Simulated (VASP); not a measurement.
# W (Im-3m) in VASP: notebook, part 2 of 2

VASP 6.6.1. The steps go on from the part before.

## Step 4: Single point, r2SCAN

This run uses another cell than the first one, of 15.06 Å³/atom, 1.056 times its volume.

POSCAR

```
W
1.0
   -1.5555204111      1.5555204111      1.5555204111
    1.5555204111     -1.5555204111      1.5555204111
    1.5555204111      1.5555204111     -1.5555204111
W
1
Direct
    0.0000000000      0.0000000000      0.0000000000
```

INCAR.step1

```
SYSTEM = W
ALGO     = Normal         ! electronic algorithm
EDIFF    = 1E-4           ! SCF threshold, eV
ENCUT    = 520            ! plane-wave cutoff, eV
GGA      = PE             ! functional
ISMEAR   = 1              ! smearing method
LASPH    = .True.         ! aspherical terms in the spheres
LCHARG   = .False.        ! write CHGCAR
LREAL    = .False.        ! projectors in reciprocal space
LWAVE    = .True.         ! write WAVECAR
NBANDS   = 13             ! bands
NELM     = 80             ! most SCF steps
PREC     = Accurate       ! precision mode
SIGMA    = 0.05           ! smearing width, eV
```

INCAR.step2

```
SYSTEM = W
ALGO     = Normal         ! electronic algorithm
EDIFF    = 1E-6           ! SCF threshold, eV
ENCUT    = 520            ! plane-wave cutoff, eV
ISIF     = 2              ! what is computed and relaxed
ISMEAR   = 1              ! smearing method
ISTART   = 1            
LASPH    = .True.         ! aspherical terms in the spheres
LCHARG   = .False.        ! write CHGCAR
LMIXTAU  = .True.       
LREAL    = .False.        ! projectors in reciprocal space
LWAVE    = .False.        ! write WAVECAR
METAGGA  = R2SCAN         ! meta-GGA
NBANDS   = 13             ! bands
NELM     = 80             ! most SCF steps
PREC     = Accurate       ! precision mode
SIGMA    = 0.05           ! smearing width, eV
```

KPOINTS

```
k-points
0
Gamma
  13 13 13
  0 0 0
```

Potentials or basis: VASP PAW PBE potentials, release 64 (W_sv).

Run with:

```sh
cat potpaw_PBE.64/W_sv/POTCAR > POTCAR
cp INCAR.step1 INCAR
mpirun -np 1 vasp_std > vasp.out
cp INCAR.step2 INCAR
mpirun -np 1 vasp_std > vasp.out
```

OUTCAR:

```text
SYSTEM = W
   EDIFF = 1E-6
   ENCUT = 520
   ISIF = 2
   ISMEAR = 1
   ISTART = 1
   LASPH = .True.
   LREAL = .False.
   METAGGA = R2SCAN
   NELM = 80
   PREC = Accurate

 ion  position               nearest neighbor table
   1  0.000  0.000  0.000-

  LATTYP: Found a body centered cubic cell.
 ALAT       =     3.1110408222

  Lattice vectors:

 A1 = (  -1.5555204111,   1.5555204111,   1.5555204111)
 A2 = (   1.5555204111,  -1.5555204111,   1.5555204111)
 A3 = (   1.5555204111,   1.5555204111,  -1.5555204111)

Analysis of symmetry for initial positions (statically):
=====================================================================
 Subroutine PRICEL returns:
 Original cell was already a primitive cell.

 Routine SETGRP: Setting up the symmetry group for a
 body centered cubic supercell.

 Subroutine GETGRP returns: Found 48 space group operations
 (whereof 48 operations were pure point group operations)
 out of a pool of 48 trial point group operations.

The static configuration has the point symmetry O_h .

Analysis of symmetry for dynamics (positions and initial velocities):
=====================================================================
 Subroutine PRICEL returns:
 Original cell was already a primitive cell.

 Routine SETGRP: Setting up the symmetry group for a
 body centered cubic supercell.

 Subroutine GETGRP returns: Found 48 space group operations
 (whereof 48 operations were pure point group operations)
 out of a pool of 48 trial point group operations.

The dynamic configuration has the point symmetry O_h .

 Subroutine INISYM returns: Found 48 space group operations
 (whereof 48 operations are pure point group operations),
 and found     1 'primitive' translations

----------------------------------------------------------------------------------------

                                     Primitive cell

  volume of cell :      15.0552

  direct lattice vectors                    reciprocal lattice vectors
    -1.555520411  1.555520411  1.555520411     0.000000000  0.321435834  0.321435834
     1.555520411 -1.555520411  1.555520411     0.321435834  0.000000000  0.321435834
     1.555520411  1.555520411 -1.555520411     0.321435834  0.321435834  0.000000000

  length of vectors
     2.694240384  2.694240384  2.694240384     0.454578915  0.454578915  0.454578915

  position of ions in fractional coordinates (direct lattice)
     0.000000000  0.000000000  0.000000000

  ion indices of the primitive-cell ions
   primitive index   ion index
                 1           1

----------------------------------------------------------------------------------------

 KPOINTS: k-points

Automatic generation of k-mesh.
 Grid dimensions read from file:
 generate k-points for:   13   13   13

 Generating k-lattice:

  Cartesian coordinates                     Fractional coordinates (reciprocal lattice)
     0.000000000  0.024725833  0.024725833     0.076923077  0.000000000  0.000000000
     0.024725833  0.000000000  0.024725833     0.000000000  0.076923077  0.000000000
     0.024725833  0.024725833  0.000000000     0.000000000  0.000000000  0.076923077

  Length of vectors
     0.034967609  0.034967609  0.034967609

  Shift w.r.t. Gamma in fractional coordinates (k-lattice)
     0.000000000  0.000000000  0.000000000

 Subroutine IBZKPT returns following result:
 ===========================================

 Found     84 irreducible k-points:

 Following reciprocal coordinates:
            Coordinates               Weight
  0.000000  0.000000  0.000000      1.000000
  0.076923  0.000000  0.000000     12.000000
  0.153846  0.000000  0.000000     12.000000
  0.230769  0.000000  0.000000     12.000000
  0.307692  0.000000  0.000000     12.000000
  0.384615  0.000000  0.000000     12.000000
[... 16 lines left out ...]
  0.153846  0.076923  0.076923     24.000000
  0.230769  0.076923  0.076923     24.000000
 [... further k-points ...]
   k-points           NKPTS =     84   k-points in BZ     NKDIM =     84   number of bands    NBANDS=     13
   number of dos      NEDOS =    301   number of ions     NIONS =      1
   total plane-waves  NPLWV =   8000
   dimension x,y,z NGX =    20 NGY =   20 NGZ =   20
   dimension x,y,z NGXF=    40 NGYF=   40 NGZF=   40
   ions per type =               1
   NGX,Y,Z   is equivalent  to a cutoff of  12.34, 12.34, 12.34 a.u.
   NGXF,Y,Z  is equivalent  to a cutoff of  24.68, 24.68, 24.68 a.u.
 SYSTEM =  W
   PREC   = accura    normal or accurate (medium, high low for compatibility)
   ISTART =      1    job   : 0-new  1-cont  2-samecut
   ICHARG =      0    charge: 1-file 2-atom 10-const
   ISPIN  =      1    spin polarized calculation?
   LNONCOLLINEAR =      F non collinear calculations
   LSORBIT =      F    spin-orbit coupling
   LASPH  =      T    aspherical Exc in radial PAW
   ENCUT  =  520.0 eV  38.22 Ry    6.18 a.u.   5.01  5.01  5.01*2*pi/ulx,y,z
   NELM   =     80;   NELMIN=  2; NELMDL=  0     # of ELM steps
   EDIFF  = 0.1E-05   stopping-criterion for ELM
   LREAL  =      F    real-space projection
   EDIFFG = 0.1E-04   stopping-criterion for IOM
   NSW    =      0    number of steps for IOM
   IBRION =     -1    ionic relax: 0-MD 1-quasi-New 2-CG
   NFREE  =      0    steps in history (QN), initial steepest desc. (CG)
   ISIF   =      2    stress and relaxation
   ISYM   =      2    0-nonsym 1-usesym 2-fastsym
   POTIM  = 0.5000    time-step for ionic-motion
   TEBEG  =    0.0;   TEEND  =   0.0 temperature during run
   PSTRESS=    0.0 pullay stress
   NELECT =      14.0000    total number of electrons
   NUPDOWN=      -1.0000    fix difference up-down
   EMIN   =  10.00;   EMAX   =-10.00  energy-range for DOS
   EFERMI =   0.00;   METHOD = LEGACY
   ISMEAR =     1;   SIGMA  =   0.05  broadening in eV -4-tet -1-fermi 0-gaus
   EFERMI_NEDOS =   21; number of points for ismear=-14 and -15
   IALGO  =     38    algorithm
   IMIX   =      4    mixing-type and parameters
     AMIX     =   0.40;   BMIX     =  1.00
     AMIX_MAG =   1.60;   BMIX_MAG =  1.00
  volume/ion in A,a.u.               =      15.06       101.60
  Fermi-wavevector in a.u.,A,eV,Ry     =   1.597920  3.019632 34.740429  2.553349
  Thomas-Fermi vector in A             =   2.695451
   LORBIT       =      0    0 simple, 1 ext, 2 COOP (PROOUT), +10 PAW based schemes
   METAGGA = R2SCAN    functional components
   LHFCALC =     F    Hartree Fock is set to
   AEXX    =    0.0000 exact exchange contribution
   IVDW    =     0    specifies the selected vdW correction
   LEPSILON=     F    determine dielectric tensor
   LRPA    =     F    only Hartree local field effects (RPA)
 non-spin polarized calculation
 Methfessel and Paxton  Order N= 1 SIGMA  =   0.05
  energy-cutoff  :      520.00
  volume of cell :       15.06
 maximum number of plane-waves:       420
   NGX =  9   NGY =  9   NGZ =  9

 number of electron      14.0000001 magnetization

 Free energy of the ion-electron system (eV)
  ---------------------------------------------------
  ext. energy  EPLUGINS =         0.00000000
  ---------------------------------------------------
  free energy    TOTEN  =       -51.30942991 eV

  energy without entropy =      -51.30934485  energy(sigma->0) =      -51.30940156

 E-fermi :  12.1671     XC(G=0): -15.2963

 val. band max:       12.1627069698   @ k =  -0.4615   0.4615   0.2308
 cond. band min:      12.2357761927   @ k =   0.4615   0.0769   0.0000
 fundamental gap:      0.0730692230
 Fermi energy:        12.1671317711

 k-point     1 :       0.0000    0.0000    0.0000
  band No.  band energies     occupation
      1     -63.9955      2.00000
      2     -26.7651      2.00000
      3     -26.7651      2.00000
      4     -26.7651      2.00000
      5       1.6357      2.00000
      6      10.6783      2.00000
      7      10.6783      2.00000
      8      10.6783      2.00000
      9      14.7319      0.00000
     10      14.7319      0.00000
     11      27.4217      0.00000
     12      27.4217      0.00000
     13      27.4217      0.00000
[... 353 lines left out ...]
 k-point    24 :       0.2308    0.0769    0.0769
  band No.  band energies     occupation
      1     -63.8586      2.00000
      2     -27.9302      2.00000
      3     -27.1211      2.00000
      4     -26.8566      2.00000
      5       5.5272      2.00000
      6       8.5922      2.00000
      7       9.3928      2.00000
      8      14.4314      0.00000
      9      15.1800      0.00000
     10      16.4884      0.00000
     11      27.4467      0.00000
     12      28.2650      0.00000
     13      32.3815      0.00000

 [... further k-points ...]

------------------------ aborting loop because EDIFF is reached ----------------------------------------

  FORCE on cell =-STRESS in cart. coord.  units (eV):
  Direction    XX          YY          ZZ          XY          YZ          ZX
  --------------------------------------------------------------------------------------
  -------------------------------------------------------------------------------------
  Total        1.9590729      1.9590729      1.9590729     -0.0000000      0.0000000      0.0000000
  in kB      208.4846316    208.4846316    208.4846316     -0.0000000      0.0000000      0.0000000
  external PRESSURE =     208.4846316 kB  Pullay stress =       0.0000000 kB

 VOLUME and BASIS-vectors are now :
 -----------------------------------------------------------------------------
  energy-cutoff  :      520.00
  volume of cell :       15.06
      direct lattice vectors                 reciprocal lattice vectors
    -1.555520411  1.555520411  1.555520411     0.000000000  0.321435834  0.321435834
     1.555520411 -1.555520411  1.555520411     0.321435834  0.000000000  0.321435834
     1.555520411  1.555520411 -1.555520411     0.321435834  0.321435834  0.000000000

 POSITION                                       TOTAL-FORCE (eV/Angst)
 -----------------------------------------------------------------------------------
      0.00000      0.00000      0.00000        -0.000000      0.000000     -0.000000
 -----------------------------------------------------------------------------------
    total drift:                                0.000000      0.000000      0.000000

  FREE ENERGIE OF THE ION-ELECTRON SYSTEM (eV)
  ---------------------------------------------------
  free  energy   TOTEN  =       -51.3094299106 eV

  energy  without entropy=      -51.3093448497  energy(sigma->0) =      -51.30940156
```

Run time: 23 s. Hardware: 1 thread of Intel Xeon 6975P-C (Granite Rapids), shared host; peak memory 0.13 GiB.

What came out:

| Property | Result |
| --- | --- |
| Free energy | -51.3094 eV |
| Pressure | 20.8 GPa |
| Band gap on the k mesh | zero (band 7 reaches 17.04 eV, above the bottom of band 8 at 10.68 eV) |

Levels at points of the mesh, in eV from the Fermi level:
| k point | band 5 | band 6 | band 7 | band 8 | band 9 | band 10 |
| --- | --- | --- | --- | --- | --- | --- |
| (0.00, 0.00, 0.00) | -10.53 | -1.49 | -1.49 | -1.49 | 2.56 | 2.56 |

Caveat: the PAW data sets were made with another functional, which shifts forces and pressure a little; spin-orbit coupling is left out, which moves the levels of the heavy elements.

## Step 5: Single point, r2SCAN

This run uses another cell than the first one, of 15.45 Å³/atom, 1.083 times its volume.

POSCAR

```
W
1.0
   -1.5690473545      1.5690473545      1.5690473545
    1.5690473545     -1.5690473545      1.5690473545
    1.5690473545      1.5690473545     -1.5690473545
W
1
Direct
    0.0000000000      0.0000000000      0.0000000000
```

INCAR.step1

```
SYSTEM = W
  PREC = Accurate
  ENCUT = 520
  ISMEAR = 1
  SIGMA = 0.05
  LREAL = .False.
  LASPH = .True.
  NELM = 80
  NBANDS = 13
  GGA = PE
  ALGO = Normal
  EDIFF = 1E-4
  LWAVE = .True.
  LCHARG = .False.
```

INCAR.step2

```
SYSTEM = W
  PREC = Accurate
  ENCUT = 520
  EDIFF = 1E-6
  ISMEAR = 1
  SIGMA = 0.05
  LREAL = .False.
  LASPH = .True.
  NELM = 80
  ALGO = Normal
  ISIF = 2
  LWAVE = .False.
  LCHARG = .True.
  METAGGA = R2SCAN
  LMIXTAU = .True.
  LELF = .True.
  LVHAR = .True.
  NBANDS = 13
  ISTART = 1
```

KPOINTS

```
Automatic mesh
0
Gamma
  13 13 13
  0 0 0
```

Potentials or basis: VASP PAW PBE potentials, release 64 (W_sv).

Run with:

```sh
cat potpaw_PBE.64/W_sv/POTCAR > POTCAR
cp INCAR.step1 INCAR
mpirun -np 1 vasp_std > vasp.out
cp INCAR.step2 INCAR
mpirun -np 1 vasp_std > vasp.out
```

OUTCAR:

```text
SYSTEM = W
   PREC = Accurate
   ENCUT = 520
   EDIFF = 1E-6
   ISMEAR = 1
   LREAL = .False.
   LASPH = .True.
   NELM = 80
   ISIF = 2
   METAGGA = R2SCAN
   ISTART = 1

 ion  position               nearest neighbor table
   1  0.000  0.000  0.000-

  LATTYP: Found a body centered cubic cell.
 ALAT       =     3.1380947090

  Lattice vectors:

 A1 = (  -1.5690473545,   1.5690473545,   1.5690473545)
 A2 = (   1.5690473545,  -1.5690473545,   1.5690473545)
 A3 = (   1.5690473545,   1.5690473545,  -1.5690473545)

Analysis of symmetry for initial positions (statically):
=====================================================================
 Subroutine PRICEL returns:
 Original cell was already a primitive cell.

 Routine SETGRP: Setting up the symmetry group for a
 body centered cubic supercell.

 Subroutine GETGRP returns: Found 48 space group operations
 (whereof 48 operations were pure point group operations)
 out of a pool of 48 trial point group operations.

[... 166 lines left out ...]

 k-point     1 :       0.0000    0.0000    0.0000
  band No.  band energies     occupation
      1     -64.4151      2.00000
      2     -27.2322      2.00000
      3     -27.2322      2.00000
      4     -27.2322      2.00000
      5       1.3915      2.00000
      6      10.3376      2.00000
      7      10.3376      2.00000
      8      10.3376      2.00000
      9      14.2856      0.00000
     10      14.2856      0.00000
     11      26.9793      0.00000
     12      26.9793      0.00000
     13      26.9793      0.00000
[... 354 lines left out ...]
  band No.  band energies     occupation
      1     -64.2928      2.00000
      2     -28.3029      2.00000
      3     -27.5597      2.00000
      4     -27.3153      2.00000
      5       5.2262      2.00000
      6       8.3209      2.00000
      7       9.0626      2.00000
      8      13.9838      0.00000
      9      14.7111      0.00000
     10      15.9422      0.00000
     11      26.8841      0.00000
     12      27.4719      0.00000
     13      31.5086      0.00000

 [... further k-points ...]

------------------------ aborting loop because EDIFF is reached ----------------------------------------

  FORCE on cell =-STRESS in cart. coord.  units (eV):
  Direction    XX          YY          ZZ          XY          YZ          ZX
  --------------------------------------------------------------------------------------
  -------------------------------------------------------------------------------------
  Total        1.0594302      1.0594302      1.0594302      0.0000000      0.0000000     -0.0000000
  in kB      109.8537236    109.8537236    109.8537236      0.0000000      0.0000000     -0.0000000
  external PRESSURE =     109.8537236 kB  Pullay stress =       0.0000000 kB

 VOLUME and BASIS-vectors are now :
 -----------------------------------------------------------------------------
  energy-cutoff  :      520.00
  volume of cell :       15.45
      direct lattice vectors                 reciprocal lattice vectors
    -1.569047355  1.569047355  1.569047355     0.000000000  0.318664697  0.318664697
     1.569047355 -1.569047355  1.569047355     0.318664697  0.000000000  0.318664697
     1.569047355  1.569047355 -1.569047355     0.318664697  0.318664697  0.000000000

 POSITION                                       TOTAL-FORCE (eV/Angst)
 -----------------------------------------------------------------------------------
      0.00000      0.00000      0.00000         0.000000     -0.000000     -0.000000
 -----------------------------------------------------------------------------------
    total drift:                                0.000000      0.000000      0.000000

  FREE ENERGIE OF THE ION-ELECTRON SYSTEM (eV)
  ---------------------------------------------------
  free  energy   TOTEN  =       -51.3486895698 eV

  energy  without entropy=      -51.3484603077  energy(sigma->0) =      -51.34861315
```

OUTCAR.step1:

```text
SYSTEM = W
   PREC = Accurate
   ENCUT = 520
   ISMEAR = 1
   LREAL = .False.
   LASPH = .True.
[... 600 lines left out ...]
 POSITION                                       TOTAL-FORCE (eV/Angst)
 -----------------------------------------------------------------------------------
      0.00000      0.00000      0.00000        -0.000000     -0.000000      0.000000
 -----------------------------------------------------------------------------------
    total drift:                                0.000000     -0.000000      0.000000

  FREE ENERGIE OF THE ION-ELECTRON SYSTEM (eV)
  ---------------------------------------------------
  free  energy   TOTEN  =       -12.9368968250 eV

  energy  without entropy=      -12.9367441052  energy(sigma->0) =      -12.93684592
```

OSZICAR.step1:

```text
N       E                     dE             d eps       ncg     rms          rms(c)
DAV:   1     0.835053525196E+02    0.83505E+02   -0.73554E+03  2197   0.123E+03
DAV:   2    -0.118654626132E+02   -0.95371E+02   -0.91323E+02  2494   0.315E+02
DAV:   3    -0.135219036608E+02   -0.16564E+01   -0.16522E+01  2419   0.400E+01
DAV:   4    -0.135281805988E+02   -0.62769E-02   -0.62767E-02  2434   0.273E+00
DAV:   5    -0.135282294517E+02   -0.48853E-04   -0.48853E-04  2409   0.228E-01    0.220E+01
DAV:   6    -0.130650709544E+02    0.46316E+00   -0.37542E-01  2284   0.831E+00    0.906E+00
DAV:   7    -0.129409663140E+02    0.12410E+00   -0.20328E-01  2424   0.582E+00    0.564E-01
DAV:   8    -0.129368741279E+02    0.40922E-02   -0.41899E-03  2224   0.823E-01    0.947E-02
DAV:   9    -0.129368968250E+02   -0.22697E-04   -0.42436E-05  1622   0.824E-02
   1 F= -.12936897E+02 E0= -.12936846E+02  d E =-.152720E-03
```

Run time: 24 s. Hardware: 1 thread of Intel Xeon 6975P-C (Granite Rapids), shared host; peak memory 0.13 GiB.

What came out:

| Property | Result |
| --- | --- |
| Free energy | -51.3487 eV |
| Pressure | 11.0 GPa |
| Band gap on the k mesh | zero (band 7 reaches 16.48 eV, above the bottom of band 8 at 10.34 eV) |

Caveat: the PAW data sets were made with another functional, which shifts forces and pressure a little; spin-orbit coupling is left out, which moves the levels of the heavy elements.

## Step 6: Overview

```tsv
cell	gap on the mesh (eV)	pressure (GPa)
a = 2.646 Å, angles 109.5°, 1 atom	none	45.6
a = 2.670 Å, angles 109.5°, 1 atom	none	32.4
a = 2.694 Å, angles 109.5°, 1 atom	none	20.8
a = 2.718 Å, angles 109.5°, 1 atom	none	11.0
```

Alike in all rows: task single point; level r2SCAN; potentials or basis VASP PAW PBE potentials, release 64 (W_sv); no spin polarisation; k mesh 13 × 13 × 13; cutoff (eV) 520; smearing methfessel-paxton 0.05 eV.

Caveats: the PAW data sets were made with another functional, which shifts forces and pressure a little; spin-orbit coupling is left out, which moves the levels of the heavy elements.

Total energies depend on the potentials used, so only differences within one code and one set of settings carry meaning.
